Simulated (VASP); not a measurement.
# Al2Au (Fm-3m) in VASP: a series of runs

Al2Au is run at these levels: PBEsol; tasks: single point.

All numbers are computed with VASP 6.6.1; they aren't measurements. Logs are shortened: lines on timing, memory, paths and dates and some standing lists are left out, and cuts for length are marked.

## Step 1: The cell of the first run

It takes space group Fm-3m (No. 225, cubic). The conventional cell has a = 5.857 Å, b = 5.857 Å, c = 5.857 Å, α = 90.00°, β = 90.00°, γ = 90.00°. Au (site symmetry m-3m) has 8 Al at 2.54 Å within 3.3 Å. Within 3.3 Å of Al (site symmetry -43m) lie 4 Au at 2.54 Å and 6 Al at 2.93 Å.

## Step 2: Single point, PBEsol

INCAR reads:

```
PREC = Accurate
ENCUT = 520
EDIFF = 1E-6
ISMEAR = -1
SIGMA = 0.05
LREAL = F
LASPH = T
NELM = 80
ALGO = Fast
ISIF = 2
LWAVE = F
LCHARG = F
GGA = PS
NBANDS = 16
```

KPOINTS reads:

```
Automatic mesh
0
Gamma
  8 8 8
```

POSCAR reads:

```
Al2Au
1.0
    0.0000000000      2.9283116458      2.9283116458
    2.9283116458      0.0000000000      2.9283116458
    2.9283116458      2.9283116458      0.0000000000
Au Al
1 2
Direct
    0.0000000000      0.0000000000      0.0000000000
    0.7500000000      0.7500000000      0.7500000000
    0.2500000000      0.2500000000      0.2500000000
```

Potentials or basis: VASP PAW PBE potentials, release 64 (Au, Al).

Command:

```bash
$ cat potpaw_PBE.64/Au/POTCAR potpaw_PBE.64/Al/POTCAR > POTCAR
$ mpirun -np 1 vasp_std > vasp.out
```

OUTCAR:

```text
PREC = Accurate
   ENCUT = 520
   EDIFF = 1E-6
   ISMEAR = -1
   LREAL = F
   LASPH = T
   NELM = 80
   ISIF = 2
   GGA = PS

 ion  position               nearest neighbor table
   1  0.000  0.000  0.000-   2 2.54   2 2.54   2 2.54   3 2.54   3 2.54   3 2.54   3 2.54   2 2.54

   2  0.750  0.750  0.750-   1 2.54   1 2.54   1 2.54   1 2.54   3 2.93   3 2.93   3 2.93   3 2.93
                             3 2.93   3 2.93
   3  0.250  0.250  0.250-   1 2.54   1 2.54   1 2.54   1 2.54   2 2.93   2 2.93   2 2.93   2 2.93
                             2 2.93   2 2.93

  LATTYP: Found a face centered cubic cell.
 ALAT       =     5.8566232916

  Lattice vectors:

 A1 = (   0.0000000000,   2.9283116458,   2.9283116458)
 A2 = (   2.9283116458,   0.0000000000,   2.9283116458)
 A3 = (   2.9283116458,   2.9283116458,   0.0000000000)

Analysis of symmetry for initial positions (statically):
=====================================================================
 Subroutine PRICEL returns:
 Original cell was already a primitive cell.

 Routine SETGRP: Setting up the symmetry group for a
 face centered cubic supercell.

 Subroutine GETGRP returns: Found 48 space group operations
 (whereof 48 operations were pure point group operations)
 out of a pool of 48 trial point group operations.

The static configuration has the point symmetry O_h .

Analysis of symmetry for dynamics (positions and initial velocities):
=====================================================================
 Subroutine PRICEL returns:
 Original cell was already a primitive cell.

 Routine SETGRP: Setting up the symmetry group for a
 face centered cubic supercell.

 Subroutine GETGRP returns: Found 48 space group operations
 (whereof 48 operations were pure point group operations)
 out of a pool of 48 trial point group operations.

The dynamic configuration has the point symmetry O_h .

 Subroutine INISYM returns: Found 48 space group operations
 (whereof 48 operations are pure point group operations),
 and found     1 'primitive' translations

----------------------------------------------------------------------------------------

                                     Primitive cell

  volume of cell :      50.2206

  direct lattice vectors                    reciprocal lattice vectors
     0.000000000  2.928311646  2.928311646    -0.170746854  0.170746854  0.170746854
     2.928311646  0.000000000  2.928311646     0.170746854 -0.170746854  0.170746854
     2.928311646  2.928311646  0.000000000     0.170746854  0.170746854 -0.170746854

  length of vectors
     4.141258044  4.141258044  4.141258044     0.295742226  0.295742226  0.295742226

  position of ions in fractional coordinates (direct lattice)
     0.000000000  0.000000000  0.000000000
     0.750000000  0.750000000  0.750000000
     0.250000000  0.250000000  0.250000000

  ion indices of the primitive-cell ions
   primitive index   ion index
                 1           1
                 2           2
                 3           3

----------------------------------------------------------------------------------------

 KPOINTS: Automatic mesh

Automatic generation of k-mesh.
 Grid dimensions read from file:
 generate k-points for:    8    8    8

 Generating k-lattice:

  Cartesian coordinates                     Fractional coordinates (reciprocal lattice)
    -0.021343357  0.021343357  0.021343357     0.125000000  0.000000000  0.000000000
     0.021343357 -0.021343357  0.021343357     0.000000000  0.125000000  0.000000000
     0.021343357  0.021343357 -0.021343357     0.000000000  0.000000000  0.125000000

  Length of vectors
     0.036967778  0.036967778  0.036967778

  Shift w.r.t. Gamma in fractional coordinates (k-lattice)
     0.000000000  0.000000000  0.000000000

 Subroutine IBZKPT returns following result:
 ===========================================

 Found     29 irreducible k-points:

 Following reciprocal coordinates:
            Coordinates               Weight
  0.000000  0.000000  0.000000      1.000000
  0.125000  0.000000  0.000000      8.000000
  0.250000  0.000000  0.000000      8.000000
  0.375000  0.000000  0.000000      8.000000
  0.500000  0.000000  0.000000      4.000000
  0.125000  0.125000  0.000000      6.000000
[... 16 lines left out ...]
  0.500000  0.250000  0.125000     48.000000
 -0.375000  0.250000  0.125000     24.000000
 [... further k-points ...]
   k-points           NKPTS =     29   k-points in BZ     NKDIM =     29   number of bands    NBANDS=     16
   number of dos      NEDOS =    301   number of ions     NIONS =      3
   total plane-waves  NPLWV =  32768
   dimension x,y,z NGX =    32 NGY =   32 NGZ =   32
   dimension x,y,z NGXF=    64 NGYF=   64 NGZF=   64
   ions per type =               1   2
   NGX,Y,Z   is equivalent  to a cutoff of  12.85, 12.85, 12.85 a.u.
   NGXF,Y,Z  is equivalent  to a cutoff of  25.69, 25.69, 25.69 a.u.
 SYSTEM =  unknown system
   PREC   = accura    normal or accurate (medium, high low for compatibility)
   ISTART =      0    job   : 0-new  1-cont  2-samecut
   ICHARG =      2    charge: 1-file 2-atom 10-const
   ISPIN  =      1    spin polarized calculation?
   LNONCOLLINEAR =      F non collinear calculations
   LSORBIT =      F    spin-orbit coupling
   LASPH  =      T    aspherical Exc in radial PAW
   ENCUT  =  520.0 eV  38.22 Ry    6.18 a.u.   7.70  7.70  7.70*2*pi/ulx,y,z
   NELM   =     80;   NELMIN=  2; NELMDL= -5     # of ELM steps
   EDIFF  = 0.1E-05   stopping-criterion for ELM
   LREAL  =      F    real-space projection
   EDIFFG = 0.1E-04   stopping-criterion for IOM
   NSW    =      0    number of steps for IOM
   IBRION =     -1    ionic relax: 0-MD 1-quasi-New 2-CG
   NFREE  =      0    steps in history (QN), initial steepest desc. (CG)
   ISIF   =      2    stress and relaxation
   ISYM   =      2    0-nonsym 1-usesym 2-fastsym
   POTIM  = 0.5000    time-step for ionic-motion
   TEBEG  =    0.0;   TEEND  =   0.0 temperature during run
   PSTRESS=    0.0 pullay stress
   NELECT =      17.0000    total number of electrons
   NUPDOWN=      -1.0000    fix difference up-down
   EMIN   =  10.00;   EMAX   =-10.00  energy-range for DOS
   EFERMI =   0.00;   METHOD = LEGACY
   ISMEAR =    -1;   SIGMA  =   0.05  broadening in eV -4-tet -1-fermi 0-gaus
   EFERMI_NEDOS =   21; number of points for ismear=-14 and -15
   IALGO  =     68    algorithm
   IMIX   =      4    mixing-type and parameters
     AMIX     =   0.40;   BMIX     =  1.00
     AMIX_MAG =   1.60;   BMIX_MAG =  1.00
  volume/ion in A,a.u.               =      16.74       112.97
  Fermi-wavevector in a.u.,A,eV,Ry     =   1.140943  2.156069 17.711388  1.301750
  Thomas-Fermi vector in A             =   2.277644
   LORBIT       =      0    0 simple, 1 ext, 2 COOP (PROOUT), +10 PAW based schemes
   GGA     = PS    functional components
   LHFCALC =     F    Hartree Fock is set to
   AEXX    =    0.0000 exact exchange contribution
   IVDW    =     0    specifies the selected vdW correction
   LEPSILON=     F    determine dielectric tensor
   LRPA    =     F    only Hartree local field effects (RPA)
 non-spin polarized calculation
 RMM-DIIS sequential band-by-band and
  energy-cutoff  :      520.00
  volume of cell :       50.22
 maximum number of plane-waves:      1366
   NGX = 15   NGY = 15   NGZ = 15

 number of electron      16.9999999 magnetization

 Free energy of the ion-electron system (eV)
  ---------------------------------------------------
  ext. energy  EPLUGINS =         0.00000000
  ---------------------------------------------------
  free energy    TOTEN  =       -13.38078642 eV

  energy without entropy =      -13.37497723  energy(sigma->0) =      -13.37788183

 E-fermi :   8.5905     XC(G=0): -10.9584

 val. band max:        8.4514603162   @ k =   0.3750   0.1250   0.0000
 cond. band min:       8.6328262321   @ k =  -0.1250   0.1250   0.0000
 fundamental gap:      0.1813659159
 Fermi energy:         8.5905203562

 k-point     1 :       0.0000    0.0000    0.0000
  band No.  band energies     occupation
      1      -2.5522      2.00000
      2       1.5326      2.00000
      3       1.5326      2.00000
      4       1.5326      2.00000
      5       2.5721      2.00000
      6       2.5721      2.00000
[... 8 lines left out ...]
     15      14.5068      0.00000
     16      14.5068      0.00000

 k-point     2 :       0.1250    0.0000    0.0000
  band No.  band energies     occupation
      1      -2.3360      2.00000
      2       1.4691      2.00000
      3       1.5875      2.00000
      4       1.5875      2.00000
      5       2.5610      2.00000
      6       2.5610      2.00000
[... 8 lines left out ...]
     15      14.0985      0.00000
     16      14.2489      0.00000

 k-point     3 :       0.2500    0.0000    0.0000
  band No.  band energies     occupation
      1      -1.7197      2.00000
      2       1.3504      2.00000
      3       1.7024      2.00000
      4       1.7024      2.00000
      5       2.5703      2.00000
      6       2.5703      2.00000
[... 8 lines left out ...]
     15      15.0876      0.00000
     16      15.4382      0.00000

 k-point     4 :       0.3750    0.0000    0.0000
  band No.  band energies     occupation
      1      -0.8763      2.00000
      2       1.3888      2.00000
      3       1.7753      2.00000
      4       1.7753      2.00000
      5       2.6531      2.00000
      6       2.6531      2.00000
[... 8 lines left out ...]
     15      16.6620      0.00000
     16      17.0927      0.00000
[... 324 lines left out ...]
 k-point    22 :       0.3750    0.2500    0.1250
  band No.  band energies     occupation
      1      -1.1651      2.00000
      2       1.1751      2.00000
      3       1.8243      2.00000
      4       1.8975      2.00000
      5       2.3838      2.00000
      6       2.7366      2.00000
[... 8 lines left out ...]
     15      16.2482      0.00000
     16      17.6213      0.00000

 k-point    23 :       0.5000    0.2500    0.1250
  band No.  band energies     occupation
      1      -0.3192      2.00000
      2       1.1534      2.00000
      3       1.8269      2.00000
      4       2.0242      2.00000
      5       2.5427      2.00000
      6       2.7322      2.00000
[... 8 lines left out ...]
     15      17.4385      0.00000
     16      18.3669      0.00000

 k-point    24 :      -0.3750    0.2500    0.1250
  band No.  band energies     occupation
      1       0.1486      2.00000
      2       1.3111      2.00000
      3       1.8847      2.00000
      4       2.0526      2.00000
      5       2.5094      2.00000
      6       2.7949      2.00000
[... 8 lines left out ...]
     15      16.7430      0.00000
     16      19.0716      0.00000

 [... further k-points ...]
[... 5 lines left out ...]
  --------------------------------------------------------------------------------------
  -------------------------------------------------------------------------------------
  Total        3.0496504      3.0496504      3.0496504      0.0000000     -0.0000000     -0.0000000
  in kB       97.2923635     97.2923635     97.2923635      0.0000000     -0.0000000     -0.0000000
  external PRESSURE =      97.2923635 kB  Pullay stress =       0.0000000 kB

 VOLUME and BASIS-vectors are now :
 -----------------------------------------------------------------------------
  energy-cutoff  :      520.00
  volume of cell :       50.22
      direct lattice vectors                 reciprocal lattice vectors
     0.000000000  2.928311646  2.928311646    -0.170746854  0.170746854  0.170746854
     2.928311646  0.000000000  2.928311646     0.170746854 -0.170746854  0.170746854
     2.928311646  2.928311646  0.000000000     0.170746854  0.170746854 -0.170746854

 POSITION                                       TOTAL-FORCE (eV/Angst)
 -----------------------------------------------------------------------------------
      0.00000      0.00000      0.00000         0.000000      0.000000     -0.000000
      4.39247      4.39247      4.39247        -0.000000      0.000000      0.000000
      1.46416      1.46416      1.46416        -0.000000     -0.000000     -0.000000
 -----------------------------------------------------------------------------------
    total drift:                                0.000000     -0.000000      0.000000

  FREE ENERGIE OF THE ION-ELECTRON SYSTEM (eV)
  ---------------------------------------------------
  free  energy   TOTEN  =       -13.3807864240 eV

  energy  without entropy=      -13.3749772348  energy(sigma->0) =      -13.37788183
```

Wall time 35 s (1 thread of Intel Xeon 6975P-C, shared host); peak memory 0.19 GiB.

What came out:

* Free energy: -13.3808 eV
* Pressure: 9.7 GPa

Levels at points of the mesh, in eV from the Fermi level:
| k point | band 6 | band 7 | band 8 | band 9 | band 10 | band 11 | band 12 | band 13 |
| --- | --- | --- | --- | --- | --- | --- | --- | --- |
| (0.00, 0.00, 0.00) | -6.02 | 2.77 | 2.91 | 2.91 | 2.91 | 4.23 | 4.23 | 4.23 |
| (0.50, 0.00, 0.00) | -5.88 | -5.79 | 0.28 | 0.28 | 3.35 | 4.02 | 4.02 | 4.16 |
| (0.50, 0.50, 0.00) | -5.66 | -5.33 | -2.33 | -2.33 | 1.69 | 2.04 | 7.65 | 10.42 |

Caveat: the PAW data sets were made with another functional, which shifts forces and pressure a little; spin-orbit coupling is left out, which moves the levels of the heavy elements.

## Step 3: Single point, PBEsol

This run uses another cell than the first one, of 17.31 Å³/atom, 1.034 times its volume.

INCAR reads:

```
SYSTEM = Al2Au
PREC = Accurate
ENCUT = 520
EDIFF = 1E-7
ISMEAR = -1
SIGMA = 0.05
LREAL = .False.
LASPH = .True.
NELM = 60
ALGO = Fast
ISIF = 2
LWAVE = .False.
LCHARG = .False.
GGA = PS
NBANDS = 16
```

KPOINTS reads:

```
regular mesh
0
Gamma
  8 8 8
  0 0 0
```

POSCAR reads:

```
Al2Au
1.0
    0.0000000000      2.9611573502      2.9611573502
    2.9611573502      0.0000000000      2.9611573502
    2.9611573502      2.9611573502      0.0000000000
Au Al
1 2
Direct
    0.0000000000      0.0000000000      0.0000000000
    0.7500000000      0.7500000000      0.7500000000
    0.2500000000      0.2500000000      0.2500000000
```

Potentials or basis: VASP PAW PBE potentials, release 64 (Au, Al).

Command:

```bash
$ cat potpaw_PBE.64/Au/POTCAR potpaw_PBE.64/Al/POTCAR > POTCAR
$ mpirun -np 1 vasp_std > vasp.out
```

Wall time 50 s (1 thread of Intel Xeon 6975P-C, shared host); peak memory 0.19 GiB.

Results (log left out):

| Property | Result |
| --- | --- |
| Free energy | -13.4580 eV |
| Pressure | 4.8 GPa |

Levels at points of the mesh, in eV from the Fermi level:
```tsv
k point	band 7	band 8	band 9	band 10	band 11	band 12
(0.00, 0.00, 0.00)	2.54	2.92	2.92	2.92	4.09	4.09
(0.50, 0.00, 0.00)	-5.64	0.32	0.32	3.31	3.90	3.93
(0.50, 0.50, 0.00)	-5.19	-2.22	-2.22	1.50	2.04	7.66
```

Caveat: the PAW data sets were made with another functional, which shifts forces and pressure a little; spin-orbit coupling is left out, which moves the levels of the heavy elements.

## Step 4: Single point, PBEsol

This run uses another cell than the first one, of 17.71 Å³/atom, 1.058 times its volume.

INCAR reads:

```
  PREC = Accurate
  ENCUT = 520
  EDIFF = 1E-6
  ISMEAR = -1
  SIGMA = 0.05
  LREAL = F
  LASPH = T
  NELM = 60
  ALGO = Normal
  ISIF = 2
  LWAVE = F
  LCHARG = F
  GGA = PS
  NBANDS = 16
```

KPOINTS reads:

```
Automatic mesh
0
Gamma
  8 8 8
```

POSCAR reads:

```
Al2Au
1.0
    0.0000000000      2.9839718432      2.9839718432
    2.9839718432      0.0000000000      2.9839718432
    2.9839718432      2.9839718432      0.0000000000
Au Al
1 2
Direct
    0.0000000000      0.0000000000      0.0000000000
    0.7500000000      0.7500000000      0.7500000000
    0.2500000000      0.2500000000      0.2500000000
```

Command:

```bash
$ cat potpaw_PBE.64/Au/POTCAR potpaw_PBE.64/Al/POTCAR > POTCAR
$ mpirun -np 1 vasp_std > vasp.out
```

It took 30 s on 1 thread of Intel Xeon 6975P-C, shared host; peak memory 0.18 GiB.

Results (log left out):

```yaml
Free_energy: -13.4828 eV
Pressure: 1.8 GPa
```

Levels at points of the mesh, in eV from the Fermi level:
| k point | band 5 | band 6 | band 7 | band 8 | band 9 | band 10 | band 11 | band 12 | band 13 | band 14 |
| --- | --- | --- | --- | --- | --- | --- | --- | --- | --- | --- |
| (0.00, 0.00, 0.00) | -5.73 | -5.73 | 2.38 | 2.92 | 2.92 | 2.92 | 4.00 | 4.00 | 4.00 | 5.77 |
| (0.50, 0.00, 0.00) | -5.60 | -5.60 | -5.54 | 0.34 | 0.34 | 3.28 | 3.72 | 3.86 | 3.86 | 8.88 |
| (0.50, 0.50, 0.00) | -5.88 | -5.41 | -5.10 | -2.16 | -2.16 | 1.38 | 2.04 | 7.66 | 9.95 | 9.95 |

Caveat: the PAW data sets were made with another functional, which shifts forces and pressure a little; spin-orbit coupling is left out, which moves the levels of the heavy elements.

## Step 5: Overview

| cell | gap on the mesh (eV) | pressure (GPa) |
| --- | --- | --- |
| a = 4.141 Å, angles 60.0°, 3 atoms | none | 9.7 |
| a = 4.188 Å, angles 60.0°, 3 atoms | none | 4.8 |
| a = 4.220 Å, angles 60.0°, 3 atoms | none | 1.8 |

Alike in all rows: task single point; level PBEsol; potentials or basis VASP PAW PBE potentials, release 64 (Au, Al); no spin polarisation; k mesh 8 × 8 × 8; cutoff (eV) 520; smearing fermi-dirac 0.05 eV.

Caveats: the PAW data sets were made with another functional, which shifts forces and pressure a little; spin-orbit coupling is left out, which moves the levels of the heavy elements.

Total energies depend on the potentials used, so only differences within one code and one set of settings carry meaning.
